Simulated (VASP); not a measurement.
# V (P6/mmm) in VASP: a series of runs

Runs on V. Level: PBE. Tasks: relaxation of shape and atoms at fixed volume.

All numbers are computed with VASP 6.6.1; they aren't measurements. Logs are shortened: lines on timing, memory, paths and dates and some standing lists are left out, and cuts for length are marked.

**1. The cell of the first run**

Symmetry: P6/mmm, No. 191, hexagonal system. Conventional cell: a = 2.130 Å, b = 2.130 Å, c = 1.988 Å, α = 90.00°, β = 90.00°, γ = 120.00°. V (site symmetry 6/mmm) has 8 V at 1.99 to 2.13 Å within 2.6 Å.

This isn't the form of V at room conditions, which is bcc.

**2. Relaxation of shape and atoms at fixed volume, PBE**

INCAR reads:

```
ALGO = Normal
EDIFF = 1E-7
EDIFFG = -0.005
ENCUT = 500
GGA = PE
GGA_COMPAT = False
IBRION = 2
ISIF = 4
ISMEAR = -1
LASPH = True
LCHARG = False
LREAL = False
LWAVE = False
NELM = 120
NELMIN = 4
NSW = 50
PREC = Accurate
SIGMA = 0.05
```

KPOINTS reads:

```
k-points
0
Gamma
  17 17 15
```

POSCAR reads:

```
V
1.0
    2.1300240619      0.0000000000      0.0000000000
   -1.0650120309      1.8446549483      0.0000000000
    0.0000000000      0.0000000000      1.9876432030
V
1
Direct
    0.0000000000      0.0000000000      0.0000000000
```

Potentials or basis: VASP PAW PBE potentials, release 64 (V_sv).

Launch:

```bash
> cat potpaw_PBE.64/V_sv/POTCAR > POTCAR
> mpirun -np 1 vasp_std > vasp.out
```

OUTCAR:

```text
EDIFF = 1E-7
   EDIFFG = -0.005
   ENCUT = 500
   GGA = PE
   IBRION = 2
   ISIF = 4
   ISMEAR = -1
   LASPH = True
   LREAL = False
   NELM = 120
   NELMIN = 4
   NSW = 50
   PREC = Accurate

 ion  position               nearest neighbor table
   1  0.000  0.000  0.000-

  LATTYP: Found a hexagonal cell.
 ALAT       =     2.1300240619
 C/A-ratio  =     0.9331552815

  Lattice vectors:

 A1 = (   2.1300240619,   0.0000000000,   0.0000000000)
 A2 = (  -1.0650120309,   1.8446549483,   0.0000000000)
 A3 = (   0.0000000000,   0.0000000000,   1.9876432030)

Analysis of symmetry for initial positions (statically):
=====================================================================
 Subroutine PRICEL returns:
 Original cell was already a primitive cell.

 Routine SETGRP: Setting up the symmetry group for a
 hexagonal supercell.

 Subroutine GETGRP returns: Found 24 space group operations
 (whereof 24 operations were pure point group operations)
 out of a pool of 24 trial point group operations.

The static configuration has the point symmetry D_6h.

Analysis of symmetry for dynamics (positions and initial velocities):
=====================================================================
 Subroutine PRICEL returns:
 Original cell was already a primitive cell.

 Routine SETGRP: Setting up the symmetry group for a
 hexagonal supercell.

 Subroutine GETGRP returns: Found 24 space group operations
 (whereof 24 operations were pure point group operations)
 out of a pool of 24 trial point group operations.

The dynamic configuration has the point symmetry D_6h.

 Subroutine INISYM returns: Found 24 space group operations
 (whereof 24 operations are pure point group operations),
 and found     1 'primitive' translations

----------------------------------------------------------------------------------------

                                     Primitive cell

  volume of cell :       7.8098

  direct lattice vectors                    reciprocal lattice vectors
     2.130024062  0.000000000  0.000000000     0.469478265  0.271053402  0.000000000
    -1.065012031  1.844654948  0.000000000     0.000000000  0.542106805  0.000000000
     0.000000000  0.000000000  1.987643203     0.000000000  0.000000000  0.503108404

  length of vectors
     2.130024062  2.130024062  1.987643203     0.542106805  0.542106805  0.503108404

  position of ions in fractional coordinates (direct lattice)
     0.000000000  0.000000000  0.000000000

  ion indices of the primitive-cell ions
   primitive index   ion index
                 1           1

----------------------------------------------------------------------------------------

 KPOINTS: k-points

Automatic generation of k-mesh.
 Grid dimensions read from file:
 generate k-points for:   17   17   15

 Generating k-lattice:

  Cartesian coordinates                     Fractional coordinates (reciprocal lattice)
     0.027616369  0.015944318  0.000000000     0.058823529  0.000000000  0.000000000
     0.000000000  0.031888636  0.000000000     0.000000000  0.058823529  0.000000000
     0.000000000  0.000000000  0.033540560     0.000000000  0.000000000  0.066666667

  Length of vectors
     0.031888636  0.031888636  0.033540560

  Shift w.r.t. Gamma in fractional coordinates (k-lattice)
     0.000000000  0.000000000  0.000000000

 Subroutine IBZKPT returns following result:
 ===========================================

 Found    264 irreducible k-points:

 Following reciprocal coordinates:
            Coordinates               Weight
  0.000000  0.000000  0.000000      1.000000
  0.058824  0.000000  0.000000      6.000000
  0.117647  0.000000  0.000000      6.000000
  0.176471  0.000000  0.000000      6.000000
  0.235294  0.000000  0.000000      6.000000
  0.294118  0.000000  0.000000      6.000000
[... 16 lines left out ...]
  0.411765  0.117647  0.000000     12.000000
  0.176471  0.176471  0.000000      6.000000
 [... further k-points ...]
   k-points           NKPTS =    264   k-points in BZ     NKDIM =    264   number of bands    NBANDS=     10
   number of dos      NEDOS =    301   number of ions     NIONS =      1
   total plane-waves  NPLWV =   3584
   dimension x,y,z NGX =    16 NGY =   16 NGZ =   14
   dimension x,y,z NGXF=    32 NGYF=   32 NGZF=   28
   ions per type =               1
   NGX,Y,Z   is equivalent  to a cutoff of  12.49, 12.49, 11.71 a.u.
   NGXF,Y,Z  is equivalent  to a cutoff of  24.98, 24.98, 23.42 a.u.
 SYSTEM =  unknown system
   PREC   = accura    normal or accurate (medium, high low for compatibility)
   ISTART =      0    job   : 0-new  1-cont  2-samecut
   ICHARG =      2    charge: 1-file 2-atom 10-const
   ISPIN  =      1    spin polarized calculation?
   LNONCOLLINEAR =      F non collinear calculations
   LSORBIT =      F    spin-orbit coupling
   LASPH  =      T    aspherical Exc in radial PAW
   ENCUT  =  500.0 eV  36.75 Ry    6.06 a.u.   3.88  3.88  3.62*2*pi/ulx,y,z
   NELM   =    120;   NELMIN=  4; NELMDL= -5     # of ELM steps
   EDIFF  = 0.1E-06   stopping-criterion for ELM
   LREAL  =      F    real-space projection
   EDIFFG = -.5E-02   stopping-criterion for IOM
   NSW    =     50    number of steps for IOM
   IBRION =      2    ionic relax: 0-MD 1-quasi-New 2-CG
   NFREE  =      1    steps in history (QN), initial steepest desc. (CG)
   ISIF   =      4    stress and relaxation
   ISYM   =      2    0-nonsym 1-usesym 2-fastsym
   POTIM  = 0.5000    time-step for ionic-motion
   TEBEG  =    0.0;   TEEND  =   0.0 temperature during run
   PSTRESS=    0.0 pullay stress
   NELECT =      13.0000    total number of electrons
   NUPDOWN=      -1.0000    fix difference up-down
   EMIN   =  10.00;   EMAX   =-10.00  energy-range for DOS
   EFERMI =   0.00;   METHOD = LEGACY
   ISMEAR =    -1;   SIGMA  =   0.05  broadening in eV -4-tet -1-fermi 0-gaus
   EFERMI_NEDOS =   21; number of points for ismear=-14 and -15
   IALGO  =     38    algorithm
   IMIX   =      4    mixing-type and parameters
     AMIX     =   0.40;   BMIX     =  1.00
     AMIX_MAG =   1.60;   BMIX_MAG =  1.00
  volume/ion in A,a.u.               =       7.81        52.70
  Fermi-wavevector in a.u.,A,eV,Ry     =   1.940186  3.666419 51.216680  3.764320
  Thomas-Fermi vector in A             =   2.970130
   LORBIT       =      0    0 simple, 1 ext, 2 COOP (PROOUT), +10 PAW based schemes
   GGA     = PE    functional components
   LHFCALC =     F    Hartree Fock is set to
   AEXX    =    0.0000 exact exchange contribution
   IVDW    =     0    specifies the selected vdW correction
   LEPSILON=     F    determine dielectric tensor
   LRPA    =     F    only Hartree local field effects (RPA)
 conjugate gradient relaxation of ions
 non-spin polarized calculation
  energy-cutoff  :      500.00
  volume of cell :        7.81
 maximum number of plane-waves:       207
 NGX is ok and might be reduce to    16
   NGX =  7   NGY =  7   NGZ =  7

--------------------------------------- Ionic step        1  -------------------------------------------

 number of electron      13.0000014 magnetization

 Free energy of the ion-electron system (eV)
  ---------------------------------------------------
  ext. energy  EPLUGINS =         0.00000000
  ---------------------------------------------------
  free energy    TOTEN  =        -4.92297735 eV

  energy without entropy =       -4.91845862  energy(sigma->0) =       -4.92071798

------------------------ aborting loop because EDIFF is reached ----------------------------------------

  FORCE on cell =-STRESS in cart. coord.  units (eV):
  Direction    XX          YY          ZZ          XY          YZ          ZX
  --------------------------------------------------------------------------------------
  -------------------------------------------------------------------------------------
  Total       14.0225126     14.0225126     14.6139774      0.0000000      0.0000000     -0.0000000
  in kB     2876.7249744   2876.7249745   2998.0642464      0.0000001      0.0000000     -0.0000000
  external PRESSURE =    2917.1713984 kB  Pullay stress =       0.0000000 kB
[... 55 lines left out ...]
  energy  without entropy=       -4.9098224768  energy(sigma->0) =       -4.91268478

--------------------------------------- Ionic step        3  -------------------------------------------

 number of electron      13.0000008 magnetization

 Free energy of the ion-electron system (eV)
  ---------------------------------------------------
  ext. energy  EPLUGINS =         0.00000000
  ---------------------------------------------------
  free energy    TOTEN  =        -4.92454287 eV

  energy without entropy =       -4.91938183  energy(sigma->0) =       -4.92196235

 E-fermi :  18.9093     XC(G=0): -16.1082

 val. band max:       18.9044543186   @ k =   0.0588   0.0000   0.1333
 cond. band min:      18.9196421833   @ k =   0.2353   0.2353   0.3333
 fundamental gap:      0.0151878647
 Fermi energy:        18.9093377858

 k-point     1 :       0.0000    0.0000    0.0000
  band No.  band energies     occupation
      1     -46.2481      2.00000
      2     -16.9033      2.00000
      3     -16.8841      2.00000
      4     -16.8841      2.00000
      5      11.9339      2.00000
      6      13.6157      2.00000
      7      18.5176      1.99921
      8      18.5176      1.99921
      9      25.4362      0.00000
     10      25.4362      0.00000
[... 287 lines left out ...]
 k-point    24 :       0.1765    0.1765    0.0000
  band No.  band energies     occupation
      1     -45.3303      2.00000
      2     -19.9081      2.00000
      3     -17.9573      2.00000
      4     -16.5115      2.00000
      5      15.1252      2.00000
      6      15.6678      2.00000
      7      16.5242      2.00000
      8      22.4853      0.00000
      9      23.9172      0.00000
     10      24.4959      0.00000

 [... further k-points ...]

------------------------ aborting loop because EDIFF is reached ----------------------------------------

  FORCE on cell =-STRESS in cart. coord.  units (eV):
  Direction    XX          YY          ZZ          XY          YZ          ZX
  --------------------------------------------------------------------------------------
  -------------------------------------------------------------------------------------
  Total       14.1927184     14.1927184     14.1864451      0.0000000     -0.0000000     -0.0000000
  in kB     2911.6427732   2911.6427733   2910.3557967      0.0000001     -0.0000000     -0.0000000
  external PRESSURE =    2911.2137811 kB  Pullay stress =       0.0000000 kB
[... 16 lines left out ...]
  FREE ENERGIE OF THE ION-ELECTRON SYSTEM (eV)
  ---------------------------------------------------
  free  energy   TOTEN  =        -4.9245428677 eV

  energy  without entropy=       -4.9193818275  energy(sigma->0) =       -4.92196235

 reached required accuracy - stopping structural energy minimisation
```

Wall time 65 s (1 thread of Intel Xeon 8259CL, shared host); peak memory 0.13 GiB.

What came out:

```yaml
Free_energy: -4.9245 eV
Energy_gained_by_relaxing: 1.6 meV/atom
Ionic_steps: 3
Pressure_after_relaxing: 291.1 GPa
Band_gap_on_the_k_mesh: zero (an odd number of electrons rules out a gap without spin polarisation)
```

Stress tensor (GPa, compression positive):
```
291.16   0.00   0.00
  0.00 291.16   0.00
  0.00   0.00 291.04
```

The path:
| step | energy change (eV) | largest force (eV/Å) | pressure (GPa) | volume (Å³) |
| --- | --- | --- | --- | --- |
| 1 | 0.0000 | 0.0000 | 291.72 | 7.81 |
| 2 | 0.0074 | 0.0000 | 290.45 | 7.81 |
| 3 | -0.0016 | 0.0000 | 291.12 | 7.81 |

Final structure:
```
V
1.0
     2.12411    0.00000    0.00000
    -1.06206    1.83954    0.00000
     0.00000    0.00000    1.99872
V
1
Direct
  0.00000 0.00000 0.00000
```

Caveat: atoms lie so close that the PAW spheres overlap strongly, which falsifies energies and pressures.

**3. Relaxation of shape and atoms at fixed volume, PBE**

This run uses another cell than the first one, of 9.23 Å³/atom.

INCAR reads:

```
SYSTEM = V
ALGO = Normal
EDIFF = 1E-7
EDIFFG = -0.005
ENCUT = 500
GGA = PE
GGA_COMPAT = .False.
IBRION = 2
ISIF = 4
ISMEAR = -1
LASPH = .True.
LCHARG = .False.
LREAL = .False.
LWAVE = .False.
NELM = 120
NELMIN = 4
NSW = 50
PREC = Accurate
SIGMA = 0.05
```

KPOINTS reads:

```
k-points
0
Gamma
  17 17 15
  0 0 0
```

POSCAR reads:

```
V
1.0
    2.2519983356      0.0000000000      0.0000000000
   -1.1259991678      1.9502877679      0.0000000000
    0.0000000000      0.0000000000      2.1014641407
V
1
Direct
    0.0000000000      0.0000000000      0.0000000000
```

Potentials or basis: VASP PAW PBE potentials, release 64 (V_sv).

Launch:

```bash
> cat potpaw_PBE.64/V_sv/POTCAR > POTCAR
> mpirun -np 1 vasp_std > vasp.out
```

Run time: 40 s. Hardware: 1 thread of Intel Xeon 8259CL, shared host; peak memory 0.14 GiB.

The run converged. Its results:

```yaml
Free_energy: -6.8308 eV
Energy_gained_by_relaxing: 0.2 meV/atom
Ionic_steps: 3
Pressure_after_relaxing: 152.6 GPa
Band_gap_on_the_k_mesh: zero (an odd number of electrons rules out a gap without spin polarisation)
```

Step by step:
```
step  energy change (eV)  largest force (eV/Å)  pressure (GPa)  volume (Å³)
   1              0.0000                0.0000          152.65         9.23
   2              0.0005                0.0000          152.48         9.23
   3             -0.0002                0.0000          152.59         9.23
```

Final structure:
```xyz
1
Lattice="2.2499 0.0000 0.0000 -1.1250 1.9485 0.0000 0.0000 0.0000 2.1054" Properties=species:S:1:pos:R:3 pbc="T T T"
V     0.0000    0.0000    0.0000
```

Levels at points of the mesh, in eV from the Fermi level:
| k point | band 4 | band 5 | band 6 | band 7 | band 8 | band 9 |
| --- | --- | --- | --- | --- | --- | --- |
| (0.00, 0.00, 0.00) | -36.30 | -7.31 | -4.26 | -0.12 | -0.12 | 5.46 |

[end of part 1 of 2]
